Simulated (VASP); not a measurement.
Here is a VASP 6.6.1 calculation.

The input INCAR:

```
ALGO = Normal ; EDIFF = 1E-7
ENCUT = 520 ; GGA = PE
ISIF = 2 ; ISMEAR = -1
LASPH = True ; LCHARG = True
LELF = True ; LREAL = False
LVHAR = True ; LWAVE = False
NBANDS = 33 ; NELM = 60
PREC = Accurate ; SIGMA = 0.02
```

Contents of KPOINTS:

```
k-points
0
Gamma
  1 1 1
```

File POSCAR:

```
H9O4F
1.0
    5.5331330000      0.0000000000      0.0000000000
    0.0000000000      5.5331330000      0.0000000000
    0.0000000000      0.0000000000      5.5331330000
O H F
4 9 1
Direct
    0.3299577292      0.1891152806      0.6149680479
    0.0517609101      0.0248502973      0.1354567114
    0.5643818791     -0.0759967274     -0.0679723404
    0.8225900227      0.8265118514      0.5165970166
    0.2667385729      0.1309204026      0.4584021385
    0.4774329480      0.1103172470      0.6552887849
   -0.0265491540     -0.0312842652      0.2983662240
    0.0204766450      0.1888803324      0.0639240011
    0.6760184510     -0.0491403333      0.0661108273
    0.4330277259      0.0070484480      0.0228261276
    0.7733231787      0.8942130977      0.6767052229
    0.8561695517      0.6596805101      0.5588334855
    0.1464269881      0.3669891904      0.7747509413
    0.0153981478      0.4616010495      0.8679350379
```

Potentials or basis: VASP PAW PBE potentials, release 64 (O, H, F).

Command:

```bash
$ cat potpaw_PBE.64/O/POTCAR potpaw_PBE.64/H/POTCAR potpaw_PBE.64/F/POTCAR > POTCAR
$ mpirun -np 1 vasp_gam > vasp.out
```

What does it give for the largest force?

2.474 eV/Å.

Estimate the pressure.

-1.6 GPa.

Stress tensor (GPa, compression positive):
```
 0.79 -0.20  2.63
-0.20 -1.33 -0.49
 2.63 -0.49 -4.15
```

Caveat: the k points lie up to 1.14 Å⁻¹ apart, too coarse for converged energies, forces and pressures; the atoms stand as in a frame of molecular dynamics.
